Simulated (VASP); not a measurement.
Sn: single point with LDA

Crystal: Sn.

```xyz
1
Lattice="-2.0156 2.0156 1.6496 2.0156 -2.0156 1.6496 2.0156 2.0156 -1.6496" Properties=species:S:1:pos:R:3 pbc="T T T"
Sn    0.0000    0.0000    0.0000
```

This cell differs from its parent crystal: volume scaled by 0.98.

| Property | Result |
| --- | --- |
| Program | VASP 6.6.1 |
| Task | single point |
| Functional | LDA |
| Potentials or basis | VASP PAW LDA potentials, release 64 (Sn_d) |
| Cutoff | 520 eV |
| k mesh | 10 × 10 × 10 |
| Occupations | fermi-dirac, width 0.05 eV |
| Spin | no spin polarisation |

| Property | Result |
| --- | --- |
| Pressure | -2.3 GPa |
| Band gap on the k mesh | zero (band 7 reaches 14.76 eV, above the bottom of band 8 at 5.89 eV) |

Stress tensor (GPa, compression positive):
```
-2.61  0.00  0.00
 0.00 -2.61  0.00
 0.00  0.00 -1.65
```

Levels at points of the mesh, in eV from the Fermi level:
| k point | band 4 | band 5 | band 6 | band 7 | band 8 | band 9 | band 10 | band 11 |
| --- | --- | --- | --- | --- | --- | --- | --- | --- |
| (0.00, 0.00, 0.00) | -21.34 | -21.22 | -11.16 | 6.85 | 6.85 | 9.44 | 10.50 | 11.65 |
| (0.50, 0.00, 0.00) | -21.19 | -21.17 | -5.79 | -4.18 | 3.11 | 4.39 | 7.40 | 7.59 |
| (0.50, 0.50, 0.00) | -21.26 | -21.17 | -7.33 | -4.71 | 5.85 | 7.85 | 10.65 | 11.17 |
| (0.50, 0.50, 0.50) | -21.19 | -21.16 | -3.39 | -1.56 | -1.56 | 2.56 | 3.20 | 6.29 |

Wall time 8 s on 1 thread of Intel(R) Xeon(R) 6975P-C (Granite Rapids), on a shared host, peak memory 0.14 GiB.

Caveat: spin-orbit coupling is left out, which moves the levels of the heavy elements.
